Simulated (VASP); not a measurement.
Input of a VASP 6.6.1 run:

INCAR

```
PREC = Accurate ; ENCUT = 520
EDIFF = 1E-8 ; ISMEAR = -1
SIGMA = 0.05 ; LREAL = False
LASPH = True ; NELM = 80
ALGO = Normal ; ISIF = 2
LWAVE = False ; LCHARG = False
GGA = PE ; LEFG = True
NBANDS = 16
```

The input KPOINTS:

```
regular mesh
0
Gamma
  12 12 9
```

File POSCAR:

```
ZrB2
1.0
    3.2066493363      0.0000000000      0.0000000000
   -1.6033246682      2.7770397863      0.0000000000
    0.0000000000      0.0000000000      3.5663211014
Zr B
1 2
Direct
    0.0000000000      0.0000000000      0.0000000000
    0.3333333333      0.6666666667      0.5000000000
    0.6666666667      0.3333333333      0.5000000000
```

Potentials or basis: VASP PAW PBE potentials, release 64 (Zr_sv, B).

Run with:

```bash
$ cat potpaw_PBE.64/Zr_sv/POTCAR potpaw_PBE.64/B/POTCAR > POTCAR
$ mpirun -np 1 vasp_std > vasp.out
```

Question: Estimate the pressure.

Answer: -6.5 GPa.

Question: Predict the band gap on the k mesh.

Answer: Zero (band 9 reaches 10.89 eV, above the bottom of band 10 at 9.66 eV).

Electric field gradients, principal values (V/Å²):
```csv
atom,least,middle,greatest (by size)
1 Zr,-20.271,-20.271,40.543
2 B,-0.793,-0.793,1.586
3 B,-0.793,-0.793,1.586
```

Caveat: without QUAD_EFG the Cq values of the log hold for a quadrupole moment of 1 mb, not for the nuclei.
